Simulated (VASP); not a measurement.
Crystal: MgS.

```
S Mg
1.0
     0.00000    2.65268    2.65268
     2.65268    0.00000    2.65268
     2.65268    2.65268    0.00000
S Mg
1 1
Cartesian
  2.6527 2.6527 2.6527
  0.0000 0.0000 0.0000
```

Base run:

| Quantity | Value |
| --- | --- |
| Program | VASP 6.6.1 |
| Functional | r2SCAN |
| Potentials or basis | VASP PAW PBE potentials, release 64 (S, Mg_sv) |
| Cutoff | 920 eV |
| k mesh | 9 × 9 × 9 |
| Occupations | fermi-dirac, width 0.05 eV |
| Spin | no spin polarisation |

Its results: band gap on the k mesh 3.50 eV (least direct gap 4.19 eV); pressure -4.1 GPa.

Question: The run is repeated on the same cell with these changes: functional from r2SCAN to PBE0; cutoff from 920 eV to 620 eV; k mesh from 9 × 9 × 9 to 4 × 4 × 4. What comes out?

Answer: Band gap on the k mesh 4.44 eV (least direct gap 5.13 eV); pressure -4.4 GPa.

Several settings changed at once.

Caveats: some runs use coarse meshes; the PAW data sets were made with another functional, which shifts forces and pressure a little; the cell stands under tension (at least some runs); an odd mesh through Γ misses points on the zone boundary, where band edges can lie (at least some runs).
